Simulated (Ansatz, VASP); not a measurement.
One calculation of Sr, two programs

POSCAR

```
Sr
1.0
    4.4393002273      0.0000000000      0.0000000000
   -2.2196501137      3.8445467718      0.0000000000
    0.0000000000      0.0000000000      7.0500000000
Sr
2
Direct
    0.3333333333      0.6666666667      0.2500000000
    0.6666666667      0.3333333333      0.7500000000
```

The input INCAR.step1:

```
ALGO     = Normal         # electronic algorithm
EDIFF    = 1E-4           # SCF threshold, eV
ENCUT    = 520            # plane-wave cutoff, eV
GGA      = PE             # functional
ISMEAR   = 0              # smearing method
LASPH    = True           # aspherical terms in the spheres
LCHARG   = False          # write CHGCAR
LREAL    = False          # projectors in reciprocal space
LWAVE    = True           # write WAVECAR
NBANDS   = 17             # bands
NELM     = 60             # most SCF steps
PREC     = Accurate       # precision mode
SIGMA    = 0.15           # smearing width, eV
```

Contents of INCAR.step2:

```
ALGO     = Normal         # electronic algorithm
EDIFF    = 1E-7           # SCF threshold, eV
ENCUT    = 520            # plane-wave cutoff, eV
ISIF     = 2              # what is computed and relaxed
ISMEAR   = 0              # smearing method
ISTART   = 1            
LASPH    = True           # aspherical terms in the spheres
LCHARG   = True           # write CHGCAR
LELF     = True           # ELF
LMIXTAU  = True         
LREAL    = False          # projectors in reciprocal space
LVHAR    = True         
LWAVE    = False          # write WAVECAR
METAGGA  = R2SCAN         # meta-GGA
NBANDS   = 17             # bands
NELM     = 60             # most SCF steps
PREC     = Accurate       # precision mode
SIGMA    = 0.15           # smearing width, eV
```

Contents of KPOINTS:

```
k-points
0
Gamma
  12 12 8
```

Input for Ansatz:

```yaml
crystal:
  lattice:
    - [4.4393002273, 0.0, 0.0]
    - [-2.2196501137, 3.8445467718, 0.0]
    - [0.0, 0.0, 7.05]
  atoms:
    - { symbol: Sr, position: [0.3333333333, 0.6666666667, 0.25] }
    - { symbol: Sr, position: [0.6666666667, 0.3333333333, 0.75] }
basis:
  ecutwfc: 500
kpoints:
  mp_grid: { grid: [12, 12, 8] }
hamiltonian:
  xc: r2scan
scf:
  occupations: { method: gaussian, width: 0.15 }
output:
  forces: true
  stress: true
  eigenvalues: true
```

Change from the starting cell: strain +0.030 along x and y, +0.000 along z, atoms carried along.

Alike in both runs: task single point; functional r2SCAN; k mesh 12 × 12 × 8; occupations gaussian, width 0.15 eV; no spin polarisation.

```csv
,VASP,Ansatz
version,VASP 6.6.1,Ansatz 0.2.0
potentials or method,"VASP PAW PBE potentials, release 64 (Sr_sv), cutoff 520 eV","scalar-relativistic, plane waves, PAW"
valence electrons in the cell,20,20
```

```csv
,VASP,Ansatz,Ansatz less VASP
gap on the k mesh at the Fermi level (eV),none,none,-
pressure (GPa),-0.5,-0.5,-0.01
"traceless stress, the component that is largest in VASP (GPa)",0.45,0.44,-0.003
```

VASP's potentials were made for PBE, not for r2SCAN. A gap of «none» marks a metal or a gap that the smearing closes. The functional is the same, so the differences come from potentials, cutoffs and numerics.
